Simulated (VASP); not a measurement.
# BaTiO3 (P4/mmm) in VASP: further runs

Runs on BaTiO3. Level: PBEsol. Tasks: relaxation of cell and atoms.

All numbers are computed with VASP 6.6.1; they aren't measurements. Logs are shortened: lines on timing, memory, paths and dates and some standing lists are left out, and cuts for length are marked.

**1. The cell of the first run**

Symmetry: P4/mmm, No. 123, tetragonal system. The conventional cell has a = 4.112 Å, b = 4.112 Å, c = 5.036 Å, α = 90.00°, β = 90.00°, γ = 90.00°. Ba (site symmetry 4/mmm) has 10 O at 2.52 to 3.25 Å within 3.3 Å. Ti (site symmetry 4/mmm) has 4 O at 2.06 Å within 2.7 Å. Within 2.7 Å of O (site symmetry mmm) lie 2 Ti at 2.06 Å and 2 O at 2.06 Å. Within 2.7 Å of O (site symmetry 4/mmm) lie 4 O at 2.06 Å and 2 Ba at 2.52 Å.

**2. Relaxation of cell and atoms, PBEsol, target pressure 5 GPa, at which the enthalpy is minimised**

INCAR

```
  PREC = Accurate
  ENCUT = 600
  EDIFF = 1E-7
  ISMEAR = -1
  SIGMA = 0.05
  LREAL = False
  LASPH = True
  NELM = 100
  ALGO = Normal
  ISIF = 3
  LWAVE = False
  LCHARG = False
  GGA = PS
  IBRION = 2
  NSW = 80
  EDIFFG = -0.005
  PSTRESS = 50.0
```

KPOINTS

```
regular mesh
0
Gamma
  6 6 4
```

POSCAR

```
BaTiO3
1.0
    4.1124670000      0.0000000000      0.0000000000
    0.0000000000      4.1124670000      0.0000000000
    0.0000000000      0.0000000000      5.0356130000
Ba Ti O
1 1 3
Direct
    0.0000000000      0.0000000000      0.0000000000
    0.5000000000      0.5000000000      0.5000000000
    0.0000000000      0.5000000000      0.5000000000
    0.5000000000      0.0000000000      0.5000000000
    0.0000000000      0.0000000000      0.5000000000
```

Potentials or basis: VASP PAW PBE potentials, release 64 (Ba_sv, Ti_sv, O).

On the command line:

```
$ cat potpaw_PBE.64/Ba_sv/POTCAR potpaw_PBE.64/Ti_sv/POTCAR potpaw_PBE.64/O/POTCAR > POTCAR
$ mpirun -np 1 vasp_std > vasp.out
```

OUTCAR:

```text
PREC = Accurate
   ENCUT = 600
   EDIFF = 1E-7
   ISMEAR = -1
   LREAL = False
   LASPH = True
   NELM = 100
   ISIF = 3
   GGA = PS
   IBRION = 2
   NSW = 80
   EDIFFG = -0.005
   PSTRESS = 50.0

 ion  position               nearest neighbor table
   1  0.000  0.000  0.000-   5 2.52   5 2.52   3 3.25   3 3.25   4 3.25   4 3.25   3 3.25   3 3.25
                             4 3.25   4 3.25
   2  0.500  0.500  0.500-   3 2.06   4 2.06   4 2.06   3 2.06
   3  0.000  0.500  0.500-   2 2.06   2 2.06   1 3.25   1 3.25   1 3.25   1 3.25
   4  0.500  0.000  0.500-   2 2.06   2 2.06   1 3.25   1 3.25   1 3.25   1 3.25
   5  0.000  0.000  0.500-   1 2.52   1 2.52

  LATTYP: Found a simple tetragonal cell.
 ALAT       =     4.1124670000
 C/A-ratio  =     1.2244749927

  Lattice vectors:

 A1 = (   4.1124670000,   0.0000000000,   0.0000000000)
 A2 = (   0.0000000000,   4.1124670000,   0.0000000000)
 A3 = (   0.0000000000,   0.0000000000,   5.0356130000)

Analysis of symmetry for initial positions (statically):
=====================================================================
 Subroutine PRICEL returns:
 Original cell was already a primitive cell.

 Routine SETGRP: Setting up the symmetry group for a
 simple tetragonal supercell.

 Subroutine GETGRP returns: Found 16 space group operations
 (whereof 16 operations were pure point group operations)
 out of a pool of 16 trial point group operations.

The static configuration has the point symmetry D_4h.

Analysis of symmetry for dynamics (positions and initial velocities):
=====================================================================
 Subroutine PRICEL returns:
 Original cell was already a primitive cell.

 Routine SETGRP: Setting up the symmetry group for a
 simple tetragonal supercell.

 Subroutine GETGRP returns: Found 16 space group operations
 (whereof 16 operations were pure point group operations)
 out of a pool of 16 trial point group operations.

The dynamic configuration has the point symmetry D_4h.

 Subroutine INISYM returns: Found 16 space group operations
 (whereof 16 operations are pure point group operations),
 and found     1 'primitive' translations

----------------------------------------------------------------------------------------

                                     Primitive cell

  volume of cell :      85.1642

  direct lattice vectors                    reciprocal lattice vectors
     4.112467000  0.000000000  0.000000000     0.243163045  0.000000000  0.000000000
     0.000000000  4.112467000  0.000000000     0.000000000  0.243163045  0.000000000
     0.000000000  0.000000000  5.035613000     0.000000000  0.000000000  0.198585555

  length of vectors
     4.112467000  4.112467000  5.035613000     0.243163045  0.243163045  0.198585555

  position of ions in fractional coordinates (direct lattice)
     0.000000000  0.000000000  0.000000000
     0.500000000  0.500000000  0.500000000
     0.000000000  0.500000000  0.500000000
     0.500000000  0.000000000  0.500000000
     0.000000000  0.000000000  0.500000000

  ion indices of the primitive-cell ions
   primitive index   ion index
                 1           1
                 2           2
                 3           3
                 4           4
                 5           5

----------------------------------------------------------------------------------------

 KPOINTS: regular mesh

Automatic generation of k-mesh.
 Grid dimensions read from file:
 generate k-points for:    6    6    4

 Generating k-lattice:

  Cartesian coordinates                     Fractional coordinates (reciprocal lattice)
     0.040527174  0.000000000  0.000000000     0.166666667  0.000000000  0.000000000
     0.000000000  0.040527174  0.000000000     0.000000000  0.166666667  0.000000000
     0.000000000  0.000000000  0.049646389     0.000000000  0.000000000  0.250000000

  Length of vectors
     0.040527174  0.040527174  0.049646389

  Shift w.r.t. Gamma in fractional coordinates (k-lattice)
     0.000000000  0.000000000  0.000000000

 Subroutine IBZKPT returns following result:
 ===========================================

 Found     30 irreducible k-points:

 Following reciprocal coordinates:
            Coordinates               Weight
  0.000000  0.000000  0.000000      1.000000
  0.166667  0.000000  0.000000      4.000000
  0.333333  0.000000  0.000000      4.000000
  0.500000  0.000000  0.000000      2.000000
  0.166667  0.166667  0.000000      4.000000
  0.333333  0.166667  0.000000      8.000000
[... 16 lines left out ...]
  0.333333  0.000000  0.500000      4.000000
  0.500000  0.000000  0.500000      2.000000
 [... further k-points ...]
   k-points           NKPTS =     30   k-points in BZ     NKDIM =     30   number of bands    NBANDS=     24
   number of dos      NEDOS =    301   number of ions     NIONS =      5
   total plane-waves  NPLWV =  51840
   dimension x,y,z NGX =    36 NGY =   36 NGZ =   40
   dimension x,y,z NGXF=    72 NGYF=   72 NGZF=   80
   ions per type =               1   1   3
   NGX,Y,Z   is equivalent  to a cutoff of  14.55, 14.55, 13.21 a.u.
   NGXF,Y,Z  is equivalent  to a cutoff of  29.11, 29.11, 26.41 a.u.
 SYSTEM =  unknown system
   PREC   = accura    normal or accurate (medium, high low for compatibility)
   ISTART =      0    job   : 0-new  1-cont  2-samecut
   ICHARG =      2    charge: 1-file 2-atom 10-const
   ISPIN  =      1    spin polarized calculation?
   LNONCOLLINEAR =      F non collinear calculations
   LSORBIT =      F    spin-orbit coupling
   LASPH  =      T    aspherical Exc in radial PAW
   ENCUT  =  600.0 eV  44.10 Ry    6.64 a.u.   8.21  8.21 10.06*2*pi/ulx,y,z
   NELM   =    100;   NELMIN=  2; NELMDL= -5     # of ELM steps
   EDIFF  = 0.1E-06   stopping-criterion for ELM
   LREAL  =      F    real-space projection
   EDIFFG = -.5E-02   stopping-criterion for IOM
   NSW    =     80    number of steps for IOM
   IBRION =      2    ionic relax: 0-MD 1-quasi-New 2-CG
   NFREE  =      1    steps in history (QN), initial steepest desc. (CG)
   ISIF   =      3    stress and relaxation
   ISYM   =      2    0-nonsym 1-usesym 2-fastsym
   POTIM  = 0.5000    time-step for ionic-motion
   TEBEG  =    0.0;   TEEND  =   0.0 temperature during run
   PSTRESS=   50.0 pullay stress
   NELECT =      40.0000    total number of electrons
   NUPDOWN=      -1.0000    fix difference up-down
   EMIN   =  10.00;   EMAX   =-10.00  energy-range for DOS
   EFERMI =   0.00;   METHOD = LEGACY
   ISMEAR =    -1;   SIGMA  =   0.05  broadening in eV -4-tet -1-fermi 0-gaus
   EFERMI_NEDOS =   21; number of points for ismear=-14 and -15
   IALGO  =     38    algorithm
   IMIX   =      4    mixing-type and parameters
     AMIX     =   0.40;   BMIX     =  1.00
     AMIX_MAG =   1.60;   BMIX_MAG =  1.00
  volume/ion in A,a.u.               =      17.03       114.94
  Fermi-wavevector in a.u.,A,eV,Ry     =   1.272553  2.404776 22.033142  1.619390
  Thomas-Fermi vector in A             =   2.405425
   LORBIT       =      0    0 simple, 1 ext, 2 COOP (PROOUT), +10 PAW based schemes
   GGA     = PS    functional components
   LHFCALC =     F    Hartree Fock is set to
   AEXX    =    0.0000 exact exchange contribution
   IVDW    =     0    specifies the selected vdW correction
   LEPSILON=     F    determine dielectric tensor
   LRPA    =     F    only Hartree local field effects (RPA)
 conjugate gradient relaxation of ions
 non-spin polarized calculation
  energy-cutoff  :      600.00
  volume of cell :       85.16
 maximum number of plane-waves:      2872
 NGX is ok and might be reduce to    36
   NGX = 17   NGY = 17   NGZ = 21

--------------------------------------- Ionic step        1  -------------------------------------------

 number of electron      39.9999999 magnetization

 Free energy of the ion-electron system (eV)
  ---------------------------------------------------
  ext. energy  EPLUGINS =         0.00000000
  ---------------------------------------------------
  free energy    TOTEN  =       -32.80153799 eV

  energy without entropy =      -32.76576685  energy(sigma->0) =      -32.78365242

------------------------ aborting loop because EDIFF is reached ----------------------------------------

  FORCE on cell =-STRESS in cart. coord.  units (eV):
  Direction    XX          YY          ZZ          XY          YZ          ZX
  --------------------------------------------------------------------------------------
  -------------------------------------------------------------------------------------
  Total       -2.4741251     -2.4741251     -2.2896930      0.0000000     -0.0000000      0.0000000
  in kB      -46.5452152    -46.5452152    -43.0755310      0.0000000     -0.0000000      0.0000000
  external PRESSURE =     -95.3886538 kB  Pullay stress =      50.0000000 kB
[... 272 lines left out ...]
  enthalpy is  TOTEN    =       -30.3814912877 eV   P V=        2.4298600127

--------------------------------------- Ionic step        8  -------------------------------------------

 number of electron      39.9999995 magnetization

 Free energy of the ion-electron system (eV)
  ---------------------------------------------------
  ext. energy  EPLUGINS =         0.00000000
  ---------------------------------------------------
  free energy    TOTEN  =       -32.80889623 eV

  energy without entropy =      -32.77979916  energy(sigma->0) =      -32.79434770

 E-fermi :   4.7858     XC(G=0): -10.4922

 val. band max:        4.7639228603   @ k =   0.0000   0.0000   0.0000
 cond. band min:       4.7859749694   @ k =   0.0000   0.0000   0.2500
 fundamental gap:      0.0220521091
 Fermi energy:         4.7858395214

 k-point     1 :       0.0000    0.0000    0.0000
  band No.  band energies     occupation
      1     -53.1279      2.00000
      2     -29.5792      2.00000
      3     -29.5792      2.00000
      4     -29.2928      2.00000
      5     -22.6846      2.00000
      6     -15.9500      2.00000
[... 637 lines left out ...]
     23       6.3851      0.00000
     24       6.7940      0.00000

 [... further k-points ...]

------------------------ aborting loop because EDIFF is reached ----------------------------------------

  FORCE on cell =-STRESS in cart. coord.  units (eV):
  Direction    XX          YY          ZZ          XY          YZ          ZX
  --------------------------------------------------------------------------------------
  -------------------------------------------------------------------------------------
  Total        2.4266188      2.4266188      2.4246636      0.0000000      0.0000000     -0.0000000
  in kB       49.9845089     49.9845089     49.9442335      0.0000000      0.0000000     -0.0000000
  external PRESSURE =      -0.0289162 kB  Pullay stress =      50.0000000 kB
[... 20 lines left out ...]
  FREE ENERGIE OF THE ION-ELECTRON SYSTEM (eV)
  ---------------------------------------------------
  free  energy   TOTEN  =       -32.8088962300 eV

  energy  without entropy=      -32.7797991615  energy(sigma->0) =      -32.79434770

  enthalpy is  TOTEN    =       -30.3815253525 eV   P V=        2.4273708775

 reached required accuracy - stopping structural energy minimisation
```

Run time: 5.7 min. Hardware: 1 thread of Intel Xeon Platinum 8488C (Sapphire Rapids), shared host; peak memory 0.28 GiB.

What came out:

| Item | Value |
| --- | --- |
| Free energy | -32.8089 eV |
| Relaxed volume | 15.56 Å³/atom |
| Relaxed cell | a = 4.005 Å, b = 4.005 Å, c = 4.850 Å, α = 90.00°, β = 90.00°, γ = 90.00° |
| Space group after relaxing (to 0.1 Å) | P4/mmm (No. 123) |
| Energy change on relaxing (the run minimises the enthalpy) | -1.5 meV/atom |
| Ionic steps | 8 |
| Pressure after relaxing | 5.0 GPa |
| Band gap on the k mesh | zero (bands 20 and 21 overlap by 1.82 eV) |

The path:
```tsv
step	energy change (eV)	largest force (eV/Å)	pressure (GPa)	volume (Å³)
1	0.0000	0.0000	-4.54	85.16
2	0.2690	0.0000	14.24	73.27
3	-0.0085	0.0000	4.90	78.02
4	-0.0042	0.0000	5.13	77.88
5	-0.0026	0.0000	5.21	77.63
6	-0.0035	0.0000	5.20	77.66
7	-0.0098	0.0000	4.86	77.86
8	-0.0074	0.0000	5.00	77.78
```

Final structure:
```cif
data_structure
_symmetry_space_group_name_H-M 'P 1'
_symmetry_Int_Tables_number 1
_cell_length_a 4.0046
_cell_length_b 4.0046
_cell_length_c 4.8501
_cell_angle_alpha 90.000
_cell_angle_beta 90.000
_cell_angle_gamma 90.000
_cell_volume 77.78
loop_
_atom_site_label
_atom_site_type_symbol
_atom_site_fract_x
_atom_site_fract_y
_atom_site_fract_z
_atom_site_occupancy
Ba1 Ba 0.00000 0.00000 0.00000 1
Ti1 Ti 0.50000 0.50000 0.50000 1
O1 O 0.00000 0.50000 0.50000 1
O2 O 0.50000 0.00000 0.50000 1
O3 O 0.00000 0.00000 0.50000 1
```

Caveat: the cell is relaxed towards a set pressure, so the run minimises the enthalpy, not the energy; the PAW data sets were made with another functional, which shifts forces and pressure a little; spin-orbit coupling is left out, which moves the levels of the heavy elements; semilocal functionals often make such compounds metallic where correlation or magnetic order opens a gap, which also shifts bond lengths.

**3. Relaxation of cell and atoms, PBEsol, target pressure 10 GPa, at which the enthalpy is minimised**

INCAR

```
  PREC = Accurate
  ENCUT = 600
  EDIFF = 1E-6
  ISMEAR = -1
  SIGMA = 0.05
  LREAL = False
  LASPH = True
  NELM = 60
  ALGO = Normal
  ISIF = 3
  LWAVE = False
  LCHARG = False
  GGA = PS
  IBRION = 2
  NSW = 80
  EDIFFG = -0.005
  PSTRESS = 100.0
```

KPOINTS is that of step 2.

POSCAR is that of step 2.

Potentials or basis: VASP PAW PBE potentials, release 64 (Ba_sv, Ti_sv, O).

On the command line:

```
$ cat potpaw_PBE.64/Ba_sv/POTCAR potpaw_PBE.64/Ti_sv/POTCAR potpaw_PBE.64/O/POTCAR > POTCAR
$ mpirun -np 1 vasp_std > vasp.out
```

Run time: 5.2 min. Hardware: 1 thread of Intel Xeon Platinum 8488C (Sapphire Rapids), shared host; peak memory 0.27 GiB.

Results (log left out):

| Quantity | Value |
| --- | --- |
| Free energy | -32.6807 eV |
| Relaxed volume | 15.00 Å³/atom |
| Relaxed cell | a = 3.962 Å, b = 3.962 Å, c = 4.778 Å, α = 90.00°, β = 90.00°, γ = 90.00° |
| Space group after relaxing (to 0.1 Å) | P4/mmm (No. 123) |
| Energy change on relaxing (the run minimises the enthalpy) | +24.2 meV/atom |
| Ionic steps | 9 |
| Pressure after relaxing | 10.0 GPa |
| Band gap on the k mesh | zero (bands 20 and 21 overlap by 1.72 eV) |

Stress tensor (GPa, compression positive):
```
 9.95  0.00  0.00
 0.00  9.95  0.00
 0.00  0.00 10.03
```

The path:
| step | energy change (eV) | largest force (eV/Å) | pressure (GPa) | volume (Å³) |
| --- | --- | --- | --- | --- |
| 1 | 0.0000 | 0.0000 | -4.54 | 85.16 |
| 2 | 1.0564 | 0.0000 | 30.54 | 67.49 |
| 3 | 0.1088 | 0.0000 | 9.65 | 75.40 |
| 4 | 0.1204 | 0.0000 | 10.01 | 75.22 |
| 5 | 0.1288 | 0.0000 | 10.17 | 74.90 |
| 6 | 0.1242 | 0.0000 | 10.13 | 74.96 |
| 7 | 0.1246 | 0.0000 | 10.15 | 74.96 |
| 8 | 0.1165 | 0.0000 | 9.87 | 75.09 |
| 9 | 0.1209 | 0.0000 | 9.97 | 75.02 |

Final structure:
```yaml
crystal:
  lattice:
    - [3.96223, 0.00000, 0.00000]
    - [0.00000, 3.96223, 0.00000]
    - [0.00000, 0.00000, 4.77831]
  atoms:
    - { symbol: Ba, position: [0.00000, 0.00000, 0.00000] }
    - { symbol: Ti, position: [0.50000, 0.50000, 0.50000] }
    - { symbol: O, position: [0.00000, 0.50000, 0.50000] }
    - { symbol: O, position: [0.50000, 0.00000, 0.50000] }
    - { symbol: O, position: [0.00000, 0.00000, 0.50000] }
```

Levels at points of the mesh, in eV from the Fermi level:
| k point | band 17 | band 18 | band 19 | band 20 | band 21 | band 22 | band 23 | band 24 |
| --- | --- | --- | --- | --- | --- | --- | --- | --- |
| (0.00, 0.00, 0.00) | -3.92 | -2.07 | -1.10 | -0.04 | -0.04 | -0.03 | 1.58 | 1.84 |
| (0.50, 0.00, 0.00) | -3.14 | -2.03 | -1.24 | -0.49 | 0.20 | 0.95 | 1.35 | 1.77 |
| (0.50, 0.50, 0.00) | -3.09 | -2.42 | -2.42 | -1.70 | -1.39 | 1.78 | 1.78 | 2.50 |
| (0.00, 0.00, 0.50) | -3.91 | -3.19 | 0.01 | 0.14 | 0.14 | 0.29 | 0.75 | 1.82 |
| (0.50, 0.00, 0.50) | -3.41 | -3.12 | -2.27 | -0.17 | 0.11 | 0.95 | 1.69 | 2.11 |
| (0.50, 0.50, 0.50) | -4.13 | -3.08 | -2.68 | -2.68 | -0.68 | 0.50 | 1.76 | 1.76 |

Caveat: the cell is relaxed towards a set pressure, so the run minimises the enthalpy, not the energy; the PAW data sets were made with another functional, which shifts forces and pressure a little; spin-orbit coupling is left out, which moves the levels of the heavy elements; semilocal functionals often make such compounds metallic where correlation or magnetic order opens a gap, which also shifts bond lengths.
